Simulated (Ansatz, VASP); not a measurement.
# NaCl: VASP beside Ansatz

INCAR

```
  PREC = Accurate
  ENCUT = 520
  EDIFF = 1E-6
  ISMEAR = -1
  SIGMA = 0.02
  LREAL = F
  LASPH = T
  NELM = 80
  ALGO = Normal
  ISIF = 2
  LWAVE = F
  LCHARG = F
  GGA = PE
  NBANDS = 14
```

Contents of KPOINTS:

```
Automatic mesh
0
Gamma
  8 8 8
```

File POSCAR:

```
NaCl
1.0
    0.0000000000      2.8027319622      2.8027319622
    2.7166880909      0.0000000000      2.8027319622
    2.7166880909      2.8027319622      0.0000000000
Na Cl
1 1
Direct
    0.0000000000      0.0000000000      0.0000000000
    0.5000000000      0.5000000000      0.5000000000
```

Input for Ansatz:

```yaml
crystal:
  lattice:
    - [0.0, 2.8027319622, 2.8027319622]
    - [2.7166880909, 0.0, 2.8027319622]
    - [2.7166880909, 2.8027319622, 0.0]
  atoms:
    - { symbol: Na, position: [0.0, 0.0, 0.0] }
    - { symbol: Cl, position: [0.5, 0.5, 0.5] }
kpoints:
  mp_grid: { grid: [8, 8, 8] }
  band_path:
    path:
      - [0.0, 0.0, 0.0]
      - [0.5, 0.0, 0.5]
      - [0.625, 0.25, 0.625]
      - [0.375, 0.375, 0.75]
      - [0.5, 0.5, 0.5]
      - [0.5, 0.25, 0.75]
    npoints: 1
hamiltonian:
  xc: pbe
scf:
  occupations: { method: fermi_dirac, width: 0.02 }
  n_extra_bands: 4
output:
  forces: true
  stress: true
  eigenvalues: true
  write_density: true
  write_potential: true
  elf: true
  volumetric_format: npy
```

Change from the starting cell: uniaxial_x strain -3.1%.

Alike in both runs: task single point; functional PBE; k mesh 8 × 8 × 8; occupations fermi-dirac, width 0.02 eV; no spin polarisation.

|  | VASP | Ansatz |
| --- | --- | --- |
| version | VASP 6.6.1 | Ansatz 0.2.0 |
| potentials or method | VASP PAW PBE potentials, release 64 (Na_pv, Cl) | plane waves, PAW |
| plane-wave cutoff (eV) | 520 | 420 |
| valence electrons in the cell | 14 | 16 |

```tsv
	VASP	Ansatz	Ansatz less VASP
gap on the k mesh at the Fermi level (eV)	5.30	5.30	0.000
pressure (GPa)	2.3	2.3	+0.02
traceless stress, the component that is largest in VASP (GPa)	1.22	1.20	-0.011
```

The functional is the same, so the differences come from potentials, cutoffs and numerics. VASP's potentials hold 14 valence electrons a cell and Ansatz's 16, so a difference there can come from the potentials and not from the codes.
